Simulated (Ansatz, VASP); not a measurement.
# One calculation of WS2, two programs

The input INCAR:

```
PREC = Accurate
ENCUT = 520
EDIFF = 1E-6
ISMEAR = -1
SIGMA = 0.05
LREAL = False
LASPH = True
NELM = 60
ALGO = Normal
ISIF = 2
LWAVE = False
LCHARG = False
GGA = PE
NBANDS = 20
```

The input KPOINTS:

```
Automatic mesh
0
Gamma
  10 10 2
```

Contents of POSCAR:

```
WS2
1.0
    3.1621498298      0.0000000000      0.0000000000
   -1.5810749149      2.7385020831      0.0000000000
    0.0000000000      0.0000000000     16.8368121945
W S
1 2
Direct
    0.0000000000      0.0000000000      0.0000000000
    0.3333333333      0.6666666667      0.0920005100
    0.3333333333      0.6666666667      0.9079994900
```

The input input.yaml:

```yaml
crystal:
  lattice:
    - [3.1621498298, 0.0, 0.0]
    - [-1.5810749149, 2.7385020831, 0.0]
    - [0.0, 0.0, 16.8368121945]
  atoms:
    - { symbol: W, position: [0.0, 0.0, 0.0] }
    - { symbol: S, position: [0.3333333333, 0.6666666667, 0.09200051] }
    - { symbol: S, position: [0.3333333333, 0.6666666667, 0.90799949] }
kpoints:
  mp_grid: { grid: [10, 10, 2] }
scf:
  occupations: { method: fermi_dirac, width: 0.05 }
hamiltonian:
  xc: pbe
  pseudopotentials: { kind: all_electron, lapw: { basis_error: 0.001 } }
output:
  forces: true
  stress: true
  eigenvalues: true
```

Change from the starting cell: volume scaled by 0.98.

Alike in both runs: task single point; functional PBE; k mesh 10 × 10 × 2; occupations fermi-dirac, width 0.05 eV; no spin polarisation.

|  | VASP | Ansatz |
| --- | --- | --- |
| version | VASP 6.6.1 | Ansatz 0.2.0 |
| potentials or method | VASP PAW PBE potentials, release 64 (W_sv, S), cutoff 520 eV | all-electron LAPW, scalar-relativistic |

Ansatz gave:

```
gap on the k mesh at the Fermi level (eV) : 2.05
least direct gap on the mesh (eV)         : 2.21
rms of the force components (eV/Å)        : 0.302
```

Task: Estimate VASP's values.

Result: gap on the k mesh at the Fermi level (eV): 2.06; least direct gap on the mesh (eV): 2.22; rms of the force components (eV/Å): 0.302.

Atom by atom the forces differ by 0.000 eV/Å (rms over components). Ansatz ran all-electron here, and VASP with PAW potentials.

Neither program's run includes spin-orbit coupling.
